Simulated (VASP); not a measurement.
# MgS (Fm-3m) in VASP: notebook

MgS is run at these levels: PBEsol; tasks: relaxation of cell and atoms, single point.

All numbers are computed with VASP 6.6.1; they aren't measurements. Logs are shortened: lines on timing, memory, paths and dates and some standing lists are left out, and cuts for length are marked.

### Step 1. The cell of the first run

It takes space group Fm-3m (No. 225, cubic). The conventional cell has a = 5.203 Å, b = 5.203 Å, c = 5.203 Å, α = 90.00°, β = 90.00°, γ = 90.00°. Mg (site symmetry m-3m) has 6 S at 2.60 Å within 3.4 Å. Within 3.4 Å of S (site symmetry m-3m) lie 6 Mg at 2.60 Å.

### Step 2. Relaxation of cell and atoms, PBEsol

File INCAR:

```
PREC = Accurate
ENCUT = 600
EDIFF = 1E-6
ISMEAR = 0
SIGMA = 0.02
LREAL = False
LASPH = True
NELM = 80
ALGO = Normal
ISIF = 3
LWAVE = False
LCHARG = False
GGA = PS
IBRION = 2
NSW = 100
EDIFFG = -0.005
```

File KPOINTS:

```
Automatic mesh
0
Gamma
  8 8 8
```

File POSCAR:

```
MgS
1.0
    0.0000000000      2.6016500000      2.6016500000
    2.6016500000      0.0000000000      2.6016500000
    2.6016500000      2.6016500000      0.0000000000
Mg S
1 1
Direct
    0.0000000000      0.0000000000      0.0000000000
    0.5000000000      0.5000000000      0.5000000000
```

Potentials or basis: VASP PAW PBE potentials, release 64 (Mg, S).

The run is started by

```bash
$ cat potpaw_PBE.64/Mg/POTCAR potpaw_PBE.64/S/POTCAR > POTCAR
$ mpirun -np 1 vasp_std > vasp.out
```

OUTCAR:

```text
PREC = Accurate
   ENCUT = 600
   EDIFF = 1E-6
   ISMEAR = 0
   LREAL = False
   LASPH = True
   NELM = 80
   ISIF = 3
   GGA = PS
   IBRION = 2
   NSW = 100
   EDIFFG = -0.005

 ion  position               nearest neighbor table
   1  0.000  0.000  0.000-   2 2.60   2 2.60   2 2.60   2 2.60   2 2.60   2 2.60
   2  0.500  0.500  0.500-   1 2.60   1 2.60   1 2.60   1 2.60   1 2.60   1 2.60

  LATTYP: Found a face centered cubic cell.
 ALAT       =     5.2033000000

  Lattice vectors:

 A1 = (   0.0000000000,   2.6016500000,   2.6016500000)
 A2 = (   2.6016500000,   0.0000000000,   2.6016500000)
 A3 = (   2.6016500000,   2.6016500000,   0.0000000000)

Analysis of symmetry for initial positions (statically):
=====================================================================
 Subroutine PRICEL returns:
 Original cell was already a primitive cell.

 Routine SETGRP: Setting up the symmetry group for a
 face centered cubic supercell.

 Subroutine GETGRP returns: Found 48 space group operations
 (whereof 48 operations were pure point group operations)
 out of a pool of 48 trial point group operations.

The static configuration has the point symmetry O_h .

Analysis of symmetry for dynamics (positions and initial velocities):
=====================================================================
 Subroutine PRICEL returns:
 Original cell was already a primitive cell.

 Routine SETGRP: Setting up the symmetry group for a
 face centered cubic supercell.

 Subroutine GETGRP returns: Found 48 space group operations
 (whereof 48 operations were pure point group operations)
 out of a pool of 48 trial point group operations.

The dynamic configuration has the point symmetry O_h .

 Subroutine INISYM returns: Found 48 space group operations
 (whereof 48 operations are pure point group operations),
 and found     1 'primitive' translations

----------------------------------------------------------------------------------------

                                     Primitive cell

  volume of cell :      35.2190

  direct lattice vectors                    reciprocal lattice vectors
     0.000000000  2.601650000  2.601650000    -0.192185728  0.192185728  0.192185728
     2.601650000  0.000000000  2.601650000     0.192185728 -0.192185728  0.192185728
     2.601650000  2.601650000  0.000000000     0.192185728  0.192185728 -0.192185728

  length of vectors
     3.679288715  3.679288715  3.679288715     0.332875446  0.332875446  0.332875446

  position of ions in fractional coordinates (direct lattice)
     0.000000000  0.000000000  0.000000000
     0.500000000  0.500000000  0.500000000

  ion indices of the primitive-cell ions
   primitive index   ion index
                 1           1
                 2           2

----------------------------------------------------------------------------------------

 KPOINTS: Automatic mesh

Automatic generation of k-mesh.
 Grid dimensions read from file:
 generate k-points for:    8    8    8

 Generating k-lattice:

  Cartesian coordinates                     Fractional coordinates (reciprocal lattice)
    -0.024023216  0.024023216  0.024023216     0.125000000  0.000000000  0.000000000
     0.024023216 -0.024023216  0.024023216     0.000000000  0.125000000  0.000000000
     0.024023216  0.024023216 -0.024023216     0.000000000  0.000000000  0.125000000

  Length of vectors
     0.041609431  0.041609431  0.041609431

  Shift w.r.t. Gamma in fractional coordinates (k-lattice)
     0.000000000  0.000000000  0.000000000

 Subroutine IBZKPT returns following result:
 ===========================================

 Found     29 irreducible k-points:

 Following reciprocal coordinates:
            Coordinates               Weight
  0.000000  0.000000  0.000000      1.000000
  0.125000  0.000000  0.000000      8.000000
  0.250000  0.000000  0.000000      8.000000
  0.375000  0.000000  0.000000      8.000000
  0.500000  0.000000  0.000000      4.000000
  0.125000  0.125000  0.000000      6.000000
[... 16 lines left out ...]
  0.500000  0.250000  0.125000     48.000000
 -0.375000  0.250000  0.125000     24.000000
 [... further k-points ...]
   k-points           NKPTS =     29   k-points in BZ     NKDIM =     29   number of bands    NBANDS=      8
   number of dos      NEDOS =    301   number of ions     NIONS =      2
   total plane-waves  NPLWV =  27000
   dimension x,y,z NGX =    30 NGY =   30 NGZ =   30
   dimension x,y,z NGXF=    60 NGYF=   60 NGZF=   60
   ions per type =               1   1
   NGX,Y,Z   is equivalent  to a cutoff of  13.56, 13.56, 13.56 a.u.
   NGXF,Y,Z  is equivalent  to a cutoff of  27.11, 27.11, 27.11 a.u.
 SYSTEM =  unknown system
   PREC   = accura    normal or accurate (medium, high low for compatibility)
   ISTART =      0    job   : 0-new  1-cont  2-samecut
   ICHARG =      2    charge: 1-file 2-atom 10-const
   ISPIN  =      1    spin polarized calculation?
   LNONCOLLINEAR =      F non collinear calculations
   LSORBIT =      F    spin-orbit coupling
   LASPH  =      T    aspherical Exc in radial PAW
   ENCUT  =  600.0 eV  44.10 Ry    6.64 a.u.   7.35  7.35  7.35*2*pi/ulx,y,z
   NELM   =     80;   NELMIN=  2; NELMDL= -5     # of ELM steps
   EDIFF  = 0.1E-05   stopping-criterion for ELM
   LREAL  =      F    real-space projection
   EDIFFG = -.5E-02   stopping-criterion for IOM
   NSW    =    100    number of steps for IOM
   IBRION =      2    ionic relax: 0-MD 1-quasi-New 2-CG
   NFREE  =      1    steps in history (QN), initial steepest desc. (CG)
   ISIF   =      3    stress and relaxation
   ISYM   =      2    0-nonsym 1-usesym 2-fastsym
   POTIM  = 0.5000    time-step for ionic-motion
   TEBEG  =    0.0;   TEEND  =   0.0 temperature during run
   PSTRESS=    0.0 pullay stress
   NELECT =       8.0000    total number of electrons
   NUPDOWN=      -1.0000    fix difference up-down
   EMIN   =  10.00;   EMAX   =-10.00  energy-range for DOS
   EFERMI =   0.00;   METHOD = LEGACY
   ISMEAR =     0;   SIGMA  =   0.02  broadening in eV -4-tet -1-fermi 0-gaus
   EFERMI_NEDOS =   21; number of points for ismear=-14 and -15
   IALGO  =     38    algorithm
   IMIX   =      4    mixing-type and parameters
     AMIX     =   0.40;   BMIX     =  1.00
     AMIX_MAG =   1.60;   BMIX_MAG =  1.00
  volume/ion in A,a.u.               =      17.61       118.83
  Fermi-wavevector in a.u.,A,eV,Ry     =   0.998878  1.887606 13.575323  0.997758
  Thomas-Fermi vector in A             =   2.131131
   LORBIT       =      0    0 simple, 1 ext, 2 COOP (PROOUT), +10 PAW based schemes
   GGA     = PS    functional components
   LHFCALC =     F    Hartree Fock is set to
   AEXX    =    0.0000 exact exchange contribution
   IVDW    =     0    specifies the selected vdW correction
   LEPSILON=     F    determine dielectric tensor
   LRPA    =     F    only Hartree local field effects (RPA)
 conjugate gradient relaxation of ions
 non-spin polarized calculation
 Gauss-broadening in eV      SIGMA  =   0.02
  energy-cutoff  :      600.00
  volume of cell :       35.22
 maximum number of plane-waves:      1211
 NGX is ok and might be reduce to    30
   NGX = 15   NGY = 15   NGZ = 15

--------------------------------------- Ionic step        1  -------------------------------------------

 number of electron       7.9999999 magnetization

 Free energy of the ion-electron system (eV)
  ---------------------------------------------------
  ext. energy  EPLUGINS =         0.00000000
  ---------------------------------------------------
  free energy    TOTEN  =        -9.07378883 eV

  energy without entropy =       -9.07378883  energy(sigma->0) =       -9.07378883

------------------------ aborting loop because EDIFF is reached ----------------------------------------

  FORCE on cell =-STRESS in cart. coord.  units (eV):
  Direction    XX          YY          ZZ          XY          YZ          ZX
  --------------------------------------------------------------------------------------
  -------------------------------------------------------------------------------------
  Total       -0.2448345     -0.2448345     -0.2448345      0.0000000      0.0000000      0.0000000
  in kB      -11.1379832    -11.1379832    -11.1379832      0.0000000      0.0000000      0.0000000
  external PRESSURE =     -11.1379832 kB  Pullay stress =       0.0000000 kB
[... 57 lines left out ...]
  energy  without entropy=       -9.0754760380  energy(sigma->0) =       -9.07547604

--------------------------------------- Ionic step        3  -------------------------------------------

 number of electron       8.0000000 magnetization

 Free energy of the ion-electron system (eV)
  ---------------------------------------------------
  ext. energy  EPLUGINS =         0.00000000
  ---------------------------------------------------
  free energy    TOTEN  =        -9.07557067 eV

  energy without entropy =       -9.07557067  energy(sigma->0) =       -9.07557067

 E-fermi :   3.9585     XC(G=0):  -9.8965

 val. band max:        3.8056156399   @ k =   0.0000   0.0000   0.0000
 cond. band min:       6.5394018717   @ k =   0.5000   0.5000   0.0000
 fundamental gap:      2.7337862319
 Fermi energy:         3.9584687691

 k-point     1 :       0.0000    0.0000    0.0000
  band No.  band energies     occupation
      1      -8.9615      2.00000
      2       3.8056      2.00000
      3       3.8056      2.00000
      4       3.8056      2.00000
      5       7.5123      0.00000
      6      11.6501      0.00000
      7      11.6501      0.00000
      8      11.6501      0.00000
[... 243 lines left out ...]
 k-point    24 :      -0.3750    0.2500    0.1250
  band No.  band energies     occupation
      1      -7.3928      2.00000
      2      -0.6318      2.00000
      3       1.5842      2.00000
      4       2.6095      2.00000
      5       9.3427      0.00000
      6       9.8249      0.00000
      7      12.1975      0.00000
      8      13.2067      0.00000

 [... further k-points ...]

------------------------ aborting loop because EDIFF is reached ----------------------------------------

  FORCE on cell =-STRESS in cart. coord.  units (eV):
  Direction    XX          YY          ZZ          XY          YZ          ZX
  --------------------------------------------------------------------------------------
  -------------------------------------------------------------------------------------
  Total        0.0008705      0.0008705      0.0008705      0.0000000      0.0000000      0.0000000
  in kB        0.0401778      0.0401778      0.0401778      0.0000000      0.0000000      0.0000000
  external PRESSURE =       0.0401778 kB  Pullay stress =       0.0000000 kB
[... 17 lines left out ...]
  FREE ENERGIE OF THE ION-ELECTRON SYSTEM (eV)
  ---------------------------------------------------
  free  energy   TOTEN  =        -9.0755706736 eV

  energy  without entropy=       -9.0755706736  energy(sigma->0) =       -9.07557067

 reached required accuracy - stopping structural energy minimisation
```

Run time: 18 s. Hardware: 1 thread of Intel Xeon Platinum 8488C (Sapphire Rapids), shared host; peak memory 0.17 GiB.

Results:

| Quantity | Value |
| --- | --- |
| Free energy | -9.0756 eV |
| Relaxed volume | 17.36 Å³/atom |
| Relaxed cell | a = 3.662 Å, b = 3.662 Å, c = 3.662 Å, α = 60.00°, β = 60.00°, γ = 60.00° |
| Space group after relaxing (to 0.05 Å) | Fm-3m (No. 225) |
| Energy gained by relaxing | 0.9 meV/atom |
| Ionic steps | 3 |
| Pressure after relaxing | 0.0 GPa |
| Band gap on the k mesh | 2.73 eV, indirect (least direct gap 3.71 eV) |

Step by step:
| step | energy change (eV) | largest force (eV/Å) | pressure (GPa) | volume (Å³) |
| --- | --- | --- | --- | --- |
| 1 | 0.0000 | 0.0000 | -1.11 | 35.22 |
| 2 | -0.0017 | 0.0000 | 0.27 | 34.60 |
| 3 | -0.0018 | 0.0000 | 0.00 | 34.71 |

Final structure:
```
Mg S
1.0
     0.00000    2.58913    2.58913
     2.58913    0.00000    2.58913
     2.58913    2.58913    0.00000
Mg S
1 1
Direct
  0.00000 0.00000 0.00000
  0.50000 0.50000 0.50000
```

Levels at points of the mesh, in eV from the valence-band top:
```tsv
k point	band 1	band 2	band 3	band 4	band 5	band 6	band 7	band 8
(0.00, 0.00, 0.00)	-12.77	0.00	0.00	0.00	3.71	7.84	7.84	7.84
(0.50, 0.00, 0.00)	-11.40	-4.97	-0.62	-0.62	4.42	6.84	6.84	10.22
(0.50, 0.50, 0.00)	-11.01	-4.34	-1.74	-1.74	2.73	4.20	12.01	12.86
```

Caveat: the PAW data sets were made with another functional, which shifts forces and pressure a little. A k mesh can miss the band edges.

(Continued in part 2 of 2.)
